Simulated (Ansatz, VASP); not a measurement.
**CdS: VASP beside Ansatz**

```xyz
2
Lattice="4.2612 0.0000 0.0000 -2.1306 3.6903 0.0000 0.0000 0.0000 5.8042" Properties=species:S:1:pos:R:3 pbc="T T T"
Cd    0.0000    0.0000    2.5695
S     2.1306    1.2301    2.5208
```

Alike in both runs: task relaxation of cell and atoms; functional RPBE; dispersion D3(BJ); k mesh 7 × 7 × 5; occupations fermi-dirac, width 0.05 eV; no spin polarisation.

|  | VASP | Ansatz |
| --- | --- | --- |
| version | VASP 6.6.1 | Ansatz 0.2.0 |
| potentials or method | VASP PAW PBE potentials, release 64 (Cd, S) | Ansatz PAW |
| plane-wave cutoff (eV) | 600 | 420 |
| valence electrons in the cell | 18 | 26 |

Ansatz gave:

| Item | Value |
| --- | --- |
| gap on the k mesh at the Fermi level, each at its own relaxed structure (eV) | 0.40 |
| relaxed volume (Å³/atom) | 17.89 |
| relaxed cell length with the largest relative difference (Å) | 3.529 |

Question: What did VASP give for the same quantities?

Answer: gap on the k mesh at the Fermi level, each at its own relaxed structure (eV): 0.39; relaxed volume (Å³/atom): 18.02; relaxed cell length with the largest relative difference (Å): 3.538.

VASP's potentials were made for PBE, not for RPBE. VASP's potentials hold 18 valence electrons a cell and Ansatz's 26, so a difference there can come from the potentials and not from the codes.

Noted on VASP's run: the volume moved by over 15 % at a fixed basis, so the end points are rough. Noted on Ansatz's run: the volume moved by over 15 % at a fixed basis, so the end points are rough; odd divisions of the mesh miss points on the zone boundary, where band edges often lie, so the gap on the mesh can be too wide; the plane-wave basis is chosen anew once the cell has moved, so the energies of steps on either side of that aren't comparable.
